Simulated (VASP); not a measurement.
PbS: single point with LDA

The system is PbS.

```
CELL_PARAMETERS angstrom
2.11266 1.21975 3.45192
-2.11266 1.21975 3.45192
0.00000 -2.43949 3.45192
ATOMIC_POSITIONS crystal
Pb 0.98057 0.98057 0.98057
S 0.47504 0.47504 0.47504
```

```
Program             : VASP 6.6.1
Task                : single point
Functional          : LDA
Potentials or basis : VASP PAW LDA potentials, release 64 (Pb_d, S)
Cutoff              : 500 eV
k mesh              : 5 × 5 × 5
Occupations         : gaussian, width 0.1 eV
Spin                : no spin polarisation
```

* Pressure: -3.9 GPa
* Largest force: 0.006 eV/Å

Forces on the atoms (eV/Å):
```
Pb   0.000  0.000  0.006
S    0.000  0.000 -0.006
```

Levels at points of the mesh, in eV from the Fermi level:
```csv
k point,band 8,band 9,band 10,band 11,band 12,band 13
"(0.00, 0.00, 0.00)",-2.07,-2.07,-2.07,4.96,4.98,4.98
```

Run time: 20 s on 1 thread of Intel Xeon 8259CL, with other jobs on the host, peak memory 0.16 GiB.

Caveat: this odd mesh misses L, where the gap lies, so gap, dielectric constants and Born charges aren't listed; spin-orbit coupling is left out, which moves the levels of the heavy elements.
